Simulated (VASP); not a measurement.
# InP: single point with PBE

The system is InP.

```xyz
4
Lattice="2.9472 -3.0465 0.0000 2.9472 3.0465 0.0000 0.0000 0.0000 5.5331" Properties=species:S:1:pos:R:3 pbc="T T T"
In    2.9472    1.4881    2.7665
In    2.9472   -1.4881    2.7665
P     2.9472   -2.0072    0.0000
P     2.9472    2.0072    0.0000
```

The cell was generated, and may not be a known phase.

```
Program             : VASP 6.6.1
Task                : single point
Functional          : PBE
Potentials or basis : VASP PAW PBE potentials, release 64 (In_d, P)
Cutoff              : 520 eV
k mesh              : 12 × 12 × 8
Occupations         : gaussian, width 0.1 eV
Spin                : no spin polarisation
```

- Pressure: -0.1 GPa
- Largest force: 0.054 eV/Å
- Band gap on the k mesh: zero (bands 18 and 19 overlap by 2.32 eV)

Forces in eV/Å, atoms in the order of the input:
```
In   0.000  0.005  0.000
In   0.000 -0.005  0.000
P    0.000 -0.054  0.000
P    0.000  0.054  0.000
```

Stress tensor (GPa, compression positive):
```
 0.00  0.00  0.00
 0.00 -0.19  0.00
 0.00  0.00  0.01
```

Levels at points of the mesh, in eV from the Fermi level:
```tsv
k point	band 16	band 17	band 18	band 19	band 20	band 21
(0.00, 0.00, 0.00)	-2.10	-0.63	-0.36	1.00	1.47	1.47
(0.50, 0.00, 0.00)	-2.62	-2.04	-2.04	0.61	2.04	4.03
(0.50, 0.50, 0.00)	-2.95	-2.30	-2.15	-1.29	-1.22	3.47
(0.00, 0.00, 0.50)	-1.58	-1.43	-0.57	0.26	1.28	1.38
(0.50, 0.00, 0.50)	-1.98	-0.14	0.86	0.98	2.60	3.13
(0.50, 0.50, 0.50)	-3.53	-2.76	-2.48	1.41	2.45	4.10
```

Wall time 8.3 min on 1 thread of Oxide Virtual Turin-like Processor, on a shared host, peak memory 0.5 GiB.

Caveat: spin-orbit coupling is left out, which moves the levels of the heavy elements.
